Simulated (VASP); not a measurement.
# BN in VASP: a series of runs

Runs on BN. Level: PBE. Tasks: single point.

Program: VASP 6.6.1. These are calculated values, not measurements. Logs are shortened: lines on timing, memory, paths and dates and some standing lists are left out, and cuts for length are marked.

## 1. The cell of the first run

The typed cell holds 4 atoms: a = 2.461 Å, b = 2.419 Å, c = 6.473 Å, α = 90.15°, β = 90.66°, γ = 120.25°.

## 2. Single point, PBE (atoms moved at random and the cell strained at random)

The input, INCAR:

```
PREC = Accurate
ENCUT = 520
EDIFF = 1E-7
ISMEAR = 0
SIGMA = 0.02
LREAL = F
LASPH = T
NELM = 80
ALGO = Normal
ISIF = 2
LWAVE = F
LCHARG = F
GGA = PE
NBANDS = 16
```

The input, KPOINTS:

```
regular mesh
0
Gamma
  12 12 4
```

The input, POSCAR:

```
BN
1.0
    2.4607728075      0.0066355780     -0.0140724334
   -1.2246398247      2.0865937723     -0.0032642553
   -0.0374359440     -0.0316407000      6.4728878760
B N
2 2
Direct
    0.2875520009      0.6032270983      0.2457575212
    0.6814084850      0.3780965732      0.7665795953
    0.3070988182      0.6406673728      0.7279589263
    0.7239446896      0.3780089558      0.2597039572
```

Potentials or basis: VASP PAW PBE potentials, release 64 (B, N).

Run with:

```console
cat potpaw_PBE.64/B/POTCAR potpaw_PBE.64/N/POTCAR > POTCAR
mpirun -np 1 vasp_std > vasp.out
```

OUTCAR:

```text
PREC = Accurate
   ENCUT = 520
   EDIFF = 1E-7
   ISMEAR = 0
   LREAL = F
   LASPH = T
   NELM = 80
   ISIF = 2
   GGA = PE

 ion  position               nearest neighbor table
   1  0.288  0.603  0.246-   4 1.21   4 1.43   4 1.63
   2  0.681  0.378  0.767-   3 1.36   3 1.38   3 1.56
   3  0.307  0.641  0.728-   2 1.36   2 1.38   2 1.56
   4  0.724  0.378  0.260-   1 1.21   1 1.43   1 1.63

  LATTYP: Found a triclinic cell.
 ALAT       =     4.1798896909
 B/A-ratio  =     0.5816028290
 C/A-ratio  =     1.8458019153
 COS(alpha) =     0.0012106786
 COS(beta)  =     0.2765152170
 COS(gamma) =     0.8624638447

  Lattice vectors:

 A1 = (   0.0114931581,   4.1798231226,  -0.0206009440)
 A2 = (   1.2361329828,   2.0932293503,  -0.0173366887)
 A3 = (  -3.6479766882,   2.1115988943,  -6.4620796979)

Analysis of symmetry for initial positions (statically):
=====================================================================
 Subroutine PRICEL returns:
 Original cell was already a primitive cell.

 Routine SETGRP: Setting up the symmetry group for a
 triclinic supercell.

 Subroutine GETGRP returns: Found  1 space group operations
 (whereof  1 operations were pure point group operations)
 out of a pool of  2 trial point group operations.

The static configuration has the point symmetry C_1 .

Analysis of symmetry for dynamics (positions and initial velocities):
=====================================================================
 Subroutine PRICEL returns:
 Original cell was already a primitive cell.

 Routine SETGRP: Setting up the symmetry group for a
 triclinic supercell.

 Subroutine GETGRP returns: Found  1 space group operations
 (whereof  1 operations were pure point group operations)
 out of a pool of  2 trial point group operations.

The dynamic configuration has the point symmetry C_1 .

 Subroutine INISYM returns: Found  1 space group operations
 (whereof  1 operations are pure point group operations),
 and found     1 'primitive' translations

----------------------------------------------------------------------------------------

                                     Primitive cell

  volume of cell :      33.2866

  direct lattice vectors                    reciprocal lattice vectors
     2.460772808  0.006635578 -0.014072433     0.405754308  0.238146184  0.003510783
    -1.224639825  2.086593772 -0.003264255    -0.001276973  0.478504150  0.002331633
    -0.037435944 -0.031640700  6.472887876     0.000881489  0.000759052  0.154499357

  length of vectors
     2.460821992  2.419426983  6.473073462     0.470491752  0.478511535  0.154503736

  position of ions in fractional coordinates (direct lattice)
     0.287552001  0.603227098  0.245757521
     0.681408485  0.378096573  0.766579595
     0.307098818  0.640667373  0.727958926
     0.723944690  0.378008956  0.259703957

  ion indices of the primitive-cell ions
   primitive index   ion index
                 1           1
                 2           2
                 3           3
                 4           4

----------------------------------------------------------------------------------------

 KPOINTS: regular mesh

Automatic generation of k-mesh.
 Grid dimensions read from file:
 generate k-points for:   12   12    4

 Generating k-lattice:

  Cartesian coordinates                     Fractional coordinates (reciprocal lattice)
     0.033812859  0.019845515  0.000292565     0.083333333  0.000000000  0.000000000
    -0.000106414  0.039875346  0.000194303    -0.000000000  0.083333333  0.000000000
     0.000220372  0.000189763  0.038624839     0.000000000  0.000000000  0.250000000

  Length of vectors
     0.039207646  0.039875961  0.038625934

  Shift w.r.t. Gamma in fractional coordinates (k-lattice)
     0.000000000  0.000000000  0.000000000

 Subroutine IBZKPT returns following result:
 ===========================================

 Found    292 irreducible k-points:

 Following reciprocal coordinates:
            Coordinates               Weight
  0.000000  0.000000  0.000000      1.000000
  0.083333  0.000000  0.000000      2.000000
  0.166667  0.000000  0.000000      2.000000
  0.250000  0.000000  0.000000      2.000000
  0.333333  0.000000  0.000000      2.000000
  0.416667  0.000000  0.000000      2.000000
[... 16 lines left out ...]
  0.250000  0.166667  0.000000      2.000000
  0.333333  0.166667  0.000000      2.000000
 [... further k-points ...]
   k-points           NKPTS =    292   k-points in BZ     NKDIM =    292   number of bands    NBANDS=     16
   number of dos      NEDOS =    301   number of ions     NIONS =      4
   total plane-waves  NPLWV =  15552
   dimension x,y,z NGX =    18 NGY =   18 NGZ =   48
   dimension x,y,z NGXF=    36 NGYF=   36 NGZF=   96
   ions per type =               2   2
   NGX,Y,Z   is equivalent  to a cutoff of  12.16, 12.37, 12.33 a.u.
   NGXF,Y,Z  is equivalent  to a cutoff of  24.32, 24.74, 24.66 a.u.
 SYSTEM =  unknown system
   PREC   = accura    normal or accurate (medium, high low for compatibility)
   ISTART =      0    job   : 0-new  1-cont  2-samecut
   ICHARG =      2    charge: 1-file 2-atom 10-const
   ISPIN  =      1    spin polarized calculation?
   LNONCOLLINEAR =      F non collinear calculations
   LSORBIT =      F    spin-orbit coupling
   LASPH  =      T    aspherical Exc in radial PAW
   ENCUT  =  520.0 eV  38.22 Ry    6.18 a.u.   4.58  4.50 12.04*2*pi/ulx,y,z
   NELM   =     80;   NELMIN=  2; NELMDL= -5     # of ELM steps
   EDIFF  = 0.1E-06   stopping-criterion for ELM
   LREAL  =      F    real-space projection
   EDIFFG = 0.1E-05   stopping-criterion for IOM
   NSW    =      0    number of steps for IOM
   IBRION =     -1    ionic relax: 0-MD 1-quasi-New 2-CG
   NFREE  =      0    steps in history (QN), initial steepest desc. (CG)
   ISIF   =      2    stress and relaxation
   ISYM   =      2    0-nonsym 1-usesym 2-fastsym
   POTIM  = 0.5000    time-step for ionic-motion
   TEBEG  =    0.0;   TEEND  =   0.0 temperature during run
   PSTRESS=    0.0 pullay stress
   NELECT =      16.0000    total number of electrons
   NUPDOWN=      -1.0000    fix difference up-down
   EMIN   =  10.00;   EMAX   =-10.00  energy-range for DOS
   EFERMI =   0.00;   METHOD = LEGACY
   ISMEAR =     0;   SIGMA  =   0.02  broadening in eV -4-tet -1-fermi 0-gaus
   EFERMI_NEDOS =   21; number of points for ismear=-14 and -15
   IALGO  =     38    algorithm
   IMIX   =      4    mixing-type and parameters
     AMIX     =   0.40;   BMIX     =  1.00
     AMIX_MAG =   1.60;   BMIX_MAG =  1.00
  volume/ion in A,a.u.               =       8.32        56.16
  Fermi-wavevector in a.u.,A,eV,Ry     =   1.282404  2.423393 22.375610  1.644561
  Thomas-Fermi vector in A             =   2.414718
   LORBIT       =      0    0 simple, 1 ext, 2 COOP (PROOUT), +10 PAW based schemes
   GGA     = PE    functional components
   LHFCALC =     F    Hartree Fock is set to
   AEXX    =    0.0000 exact exchange contribution
   IVDW    =     0    specifies the selected vdW correction
   LEPSILON=     F    determine dielectric tensor
   LRPA    =     F    only Hartree local field effects (RPA)
 non-spin polarized calculation
 Gauss-broadening in eV      SIGMA  =   0.02
  energy-cutoff  :      520.00
  volume of cell :       33.29
 maximum number of plane-waves:       918
   NGX =  9   NGY =  9   NGZ = 25

 number of electron      16.0000000 magnetization

 Free energy of the ion-electron system (eV)
  ---------------------------------------------------
  ext. energy  EPLUGINS =         0.00000000
  ---------------------------------------------------
  free energy    TOTEN  =       -32.50586175 eV

  energy without entropy =      -32.50586175  energy(sigma->0) =      -32.50586175

 E-fermi :   4.7145     XC(G=0): -10.4525

 val. band max:        4.5431036208   @ k =  -0.0000  -0.0000   0.5000
 cond. band min:       6.3559870187   @ k =   0.5000   0.0000   0.5000
 fundamental gap:      1.8128833979
 Fermi energy:         4.7145064972

 k-point     1 :       0.0000    0.0000    0.0000
  band No.  band energies     occupation
      1     -15.4208      2.00000
      2     -15.0426      2.00000
      3      -3.9748      2.00000
      4      -1.5169      2.00000
      5      -1.2093      2.00000
      6       0.4175      2.00000
[... 8 lines left out ...]
     15      17.3601      0.00000
     16      18.2880      0.00000

 k-point     2 :       0.0833    0.0000    0.0000
  band No.  band energies     occupation
      1     -15.2891      2.00000
      2     -14.9125      2.00000
      3      -3.7773      2.00000
      4      -1.5409      2.00000
      5      -1.3307      2.00000
      6       0.0112      2.00000
[... 8 lines left out ...]
     15      17.5356      0.00000
     16      18.7441      0.00000

 k-point     3 :       0.1667    0.0000    0.0000
  band No.  band energies     occupation
      1     -14.9038      2.00000
      2     -14.5288      2.00000
      3      -3.1984      2.00000
      4      -2.3927      2.00000
      5      -1.2129      2.00000
      6      -0.7019      2.00000
[... 8 lines left out ...]
     15      18.1127      0.00000
     16      19.3695      0.00000

 k-point     4 :       0.2500    0.0000    0.0000
  band No.  band energies     occupation
      1     -14.3011      2.00000
      2     -13.9162      2.00000
      3      -3.6260      2.00000
      4      -2.7790      2.00000
      5      -2.1269      2.00000
      6       0.0674      2.00000
[... 8 lines left out ...]
     15      18.8747      0.00000
     16      19.8025      0.00000

 k-point     5 :       0.3333    0.0000    0.0000
  band No.  band energies     occupation
      1     -13.5648      2.00000
      2     -13.1394      2.00000
      3      -4.9422      2.00000
      4      -4.3666      2.00000
      5      -0.8826      2.00000
      6       0.6028      2.00000
[... 8 lines left out ...]
     15      19.1701      0.00000
     16      21.4364      0.00000

 k-point     6 :       0.4167    0.0000    0.0000
  band No.  band energies     occupation
      1     -12.8778      2.00000
      2     -12.3711      2.00000
      3      -6.0365      2.00000
      4      -5.7314      2.00000
      5       0.0877      2.00000
      6       0.3166      2.00000
[... 8 lines left out ...]
     15      19.1745      0.00000
     16      21.7223      0.00000

 k-point     7 :       0.5000    0.0000    0.0000
  band No.  band energies     occupation
      1     -12.5719      2.00000
      2     -12.0082      2.00000
      3      -6.4843      2.00000
      4      -6.3102      2.00000
      5      -0.0853      2.00000
      6       0.1278      2.00000
[... 8 lines left out ...]
     15      19.2274      0.00000
     16      21.7044      0.00000

 k-point     8 :       0.0000    0.0833    0.0000
  band No.  band energies     occupation
      1     -15.2660      2.00000
      2     -14.8919      2.00000
      3      -3.7828      2.00000
      4      -1.3982      2.00000
      5      -1.3420      2.00000
      6       0.2111      2.00000
[... 8 lines left out ...]
     15      17.8265      0.00000
     16      18.6500      0.00000

 k-point     9 :       0.0833    0.0833    0.0000
  band No.  band energies     occupation
      1     -14.9904      2.00000
      2     -14.6195      2.00000
      3      -3.3961      2.00000
      4      -1.9187      2.00000
      5      -1.0274      2.00000
      6      -0.4261      2.00000
[... 8 lines left out ...]
     15      18.3343      0.00000
     16      19.2832      0.00000
[... 172 lines left out ...]
 k-point    19 :      -0.0833    0.0833    0.0000
  band No.  band energies     occupation
      1     -15.2822      2.00000
      2     -14.9077      2.00000
      3      -3.7796      2.00000
      4      -1.4983      2.00000
      5      -1.3356      2.00000
      6       0.0311      2.00000
[... 8 lines left out ...]
     15      17.7819      0.00000
     16      18.9175      0.00000

 k-point    20 :      -0.0000    0.1667    0.0000
  band No.  band energies     occupation
      1     -14.8081      2.00000
      2     -14.4464      2.00000
      3      -3.2184      2.00000
      4      -1.8719      2.00000
      5      -0.8742      2.00000
      6      -0.3112      2.00000
[... 8 lines left out ...]
     15      19.2197      0.00000
     16      19.3033      0.00000

 k-point    21 :       0.0833    0.1667    0.0000
  band No.  band energies     occupation
      1     -14.4010      2.00000
      2     -14.0430      2.00000
      3      -2.6821      2.00000
      4      -2.4998      2.00000
      5      -1.1971      2.00000
      6      -0.4038      2.00000
[... 8 lines left out ...]
     15      18.9248      0.00000
     16      19.6898      0.00000

 k-point    22 :       0.1667    0.1667    0.0000
  band No.  band energies     occupation
      1     -13.7888      2.00000
      2     -13.4257      2.00000
      3      -3.6488      2.00000
      4      -2.7221      2.00000
      5      -1.7188      2.00000
      6      -0.5375      2.00000
[... 8 lines left out ...]
     15      18.1398      0.00000
     16      19.7631      0.00000

 k-point    23 :       0.2500    0.1667    0.0000
  band No.  band energies     occupation
      1     -13.0677      2.00000
      2     -12.6690      2.00000
      3      -4.8823      2.00000
      4      -4.2757      2.00000
      5      -1.2447      2.00000
      6      -1.0646      2.00000
[... 8 lines left out ...]
     15      17.7380      0.00000
     16      20.4161      0.00000

 k-point    24 :       0.3333    0.1667    0.0000
  band No.  band energies     occupation
      1     -12.4438      2.00000
      2     -11.9627      2.00000
      3      -5.8440      2.00000
      4      -5.5146      2.00000
      5      -1.6696      2.00000
      6      -1.5013      2.00000
[... 8 lines left out ...]
     15      17.9063      0.00000
     16      20.9168      0.00000

 [... further k-points ...]
[... 5 lines left out ...]
  --------------------------------------------------------------------------------------
  -------------------------------------------------------------------------------------
  Total       17.3622274      7.2529658     -0.0038724      3.1299720     -2.0025015     -1.2102284
  in kB      835.6924779    349.1054942     -0.1863908    150.6542901    -96.3859863    -58.2516720
  external PRESSURE =     394.8705271 kB  Pullay stress =       0.0000000 kB

 VOLUME and BASIS-vectors are now :
 -----------------------------------------------------------------------------
  energy-cutoff  :      520.00
  volume of cell :       33.29
      direct lattice vectors                 reciprocal lattice vectors
     2.460772808  0.006635578 -0.014072433     0.405754308  0.238146184  0.003510783
    -1.224639825  2.086593772 -0.003264255    -0.001276973  0.478504150  0.002331633
    -0.037435944 -0.031640700  6.472887876     0.000881489  0.000759052  0.154499357

 POSITION                                       TOTAL-FORCE (eV/Angst)
 -----------------------------------------------------------------------------------
     -0.04034      1.25282      1.58475        10.635589      8.324723      0.628813
      1.18506      0.76920      4.95116        -0.603600     -4.853095     -2.909028
     -0.05614      1.31582      4.70558         0.633876      4.856422      2.987317
      1.30882      0.78534      1.66961       -10.665865     -8.328050     -0.707102
 -----------------------------------------------------------------------------------
    total drift:                                0.000174      0.000046     -0.000004

  FREE ENERGIE OF THE ION-ELECTRON SYSTEM (eV)
  ---------------------------------------------------
  free  energy   TOTEN  =       -32.5058617544 eV

  energy  without entropy=      -32.5058617544  energy(sigma->0) =      -32.50586175
```

Run time: 58 s. Hardware: 1 thread of Intel Xeon 6975P-C (Granite Rapids), shared host; peak memory 0.23 GiB.

What came out:

```yaml
Free_energy: -32.5059 eV
Pressure: 39.5 GPa
Largest_force: 13.551 eV/Å
Band_gap_on_the_k_mesh: 1.81 eV, indirect (least direct gap 2.79 eV)
```

Forces on the atoms (eV/Å):
```
B    10.636   8.325   0.629
B    -0.604  -4.853  -2.909
N     0.634   4.856   2.987
N   -10.666  -8.328  -0.707
```

Levels at points of the mesh, in eV from the valence-band top:
```
           k point  band 5  band 6  band 7  band 8  band 9  band 10  band 11  band 12
(0.00, 0.00, 0.00)   -5.75   -4.13   -0.69    0.00    2.79     7.68     8.78     9.86
(0.50, 0.00, 0.00)   -4.63   -4.42   -2.82   -2.28    2.03     2.53     8.38     8.89
(0.00, 0.50, 0.00)   -7.39   -6.55   -4.01   -2.56    3.40     5.62     7.88     8.36
(0.50, 0.50, 0.00)   -4.86   -4.75   -3.39   -2.14    1.98     3.79     6.64     8.21
(0.00, 0.00, 0.50)   -5.74   -4.13   -0.68    0.00    4.36     7.12     7.93     8.82
(0.50, 0.00, 0.50)   -4.62   -4.43   -2.56   -2.30    1.81     2.08     8.70     8.97
(0.00, 0.50, 0.50)   -7.39   -6.55   -3.57   -3.04    3.75     5.02     7.99     8.38
(0.50, 0.50, 0.50)   -4.82   -4.79   -2.95   -2.54    2.24     3.09     6.71     8.34
```

Caveat: the cell differs from its parent crystal (atoms moved at random and the cell strained at random); forces of over 1 eV/Å act on the atoms, so gaps and moduli don't describe the material at rest. A k mesh can miss the band edges.

## 3. Single point, PBE (strained and its atoms moved)

The input, INCAR:

```
PREC = Accurate
ENCUT = 520
EDIFF = 1E-6
ISMEAR = 0
SIGMA = 0.02
LREAL = F
LASPH = T
NELM = 60
ALGO = Normal
ISIF = 2
LWAVE = F
LCHARG = F
GGA = PE
NBANDS = 16
```

The input, KPOINTS:

```
Automatic mesh
0
Gamma
  12 12 4
```

The input, POSCAR:

```
BN
1.0
    2.5595052004     -0.0161257066      0.0422924199
   -1.2937178718      2.0026679419      0.0201207338
    0.1125076680      0.1267626360      6.6440141040
B N
2 2
Direct
    0.3408314867      0.6562272798      0.2618790818
    0.6591685133      0.3437727202      0.7381209182
    0.3517789934      0.6755057138      0.7345357934
    0.6482210066      0.3244942862      0.2654642066
```

Potentials or basis: VASP PAW PBE potentials, release 64 (B, N).

Run with:

```console
cat potpaw_PBE.64/B/POTCAR potpaw_PBE.64/N/POTCAR > POTCAR
mpirun -np 1 vasp_std > vasp.out
```

It took 54 s on 1 thread of Intel Xeon 6975P-C (Granite Rapids), shared host; peak memory 0.24 GiB.

The run converged. Its results:

* Free energy: -34.1534 eV
* Pressure: 32.9 GPa
* Largest force: 3.373 eV/Å
* Band gap on the k mesh: 3.69 eV, indirect (least direct gap 4.50 eV)

Forces on the atoms (eV/Å):
```
B   -2.689 -1.988  0.156
B    2.689  1.988 -0.156
N   -2.687 -2.016  0.306
N    2.687  2.016 -0.306
```

Stress tensor (GPa, compression positive):
```
 2.61 -3.86  0.48
-3.86 92.51  1.94
 0.48  1.94  3.63
```

Levels at points of the mesh, in eV from the valence-band top:
```
           k point  band 5  band 6  band 7  band 8  band 9  band 10  band 11  band 12
(0.00, 0.00, 0.00)   -2.25   -2.21   -0.35   -0.31    5.01    10.48    10.54    10.87
(0.50, 0.00, 0.00)   -4.27   -4.22   -2.20   -1.01    4.41     6.36    10.74    11.76
(0.00, 0.50, 0.00)   -5.39   -5.32   -0.86   -0.16    4.89     5.62     8.41     8.42
(0.50, 0.50, 0.00)   -3.15   -3.09   -1.83   -0.81    3.69     5.15    10.88    12.19
(0.00, 0.00, 0.50)   -2.24   -2.22   -0.34   -0.33    6.92     8.04    10.71    10.79
(0.50, 0.00, 0.50)   -4.26   -4.23   -1.85   -1.38    4.80     5.62    11.38    11.57
(0.00, 0.50, 0.50)   -5.37   -5.34   -0.50   -0.45    4.98     5.17     8.44     8.55
(0.50, 0.50, 0.50)   -3.13   -3.11   -1.43   -1.15    4.06     4.31    11.89    11.97
```

Caveat: the cell differs from its parent crystal (strained and its atoms moved); forces of over 1 eV/Å act on the atoms, so gaps and moduli don't describe the material at rest. A k mesh can miss the band edges.
